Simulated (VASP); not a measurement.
Input of a VASP 6.6.1 run:

INCAR

```
PREC = Accurate
ENCUT = 520
EDIFF = 1E-6
ISMEAR = -1
SIGMA = 0.06
LREAL = False
LASPH = True
NELM = 60
ALGO = Normal
ISIF = 2
LWAVE = False
LCHARG = False
GGA = PE
NBANDS = 12
```

The input KPOINTS:

```
regular mesh
0
Gamma
  6 6 6
```

Contents of POSCAR:

```
Au
1.0
    0.0000000000      2.0350000000      2.0350000000
    2.0350000000      0.0000000000      2.0350000000
    2.0350000000      2.0350000000      0.0000000000
Au
1
Direct
    0.0000000000      0.0000000000      0.0000000000
```

Potentials or basis: VASP PAW PBE potentials, release 64 (Au).

Command:

```sh
$ cat potpaw_PBE.64/Au/POTCAR > POTCAR
$ mpirun -np 1 vasp_std > vasp.out
```

Question: Estimate the pressure.

Answer: 11.9 GPa.

Caveat: the k points lie up to 0.45 Å⁻¹ apart.
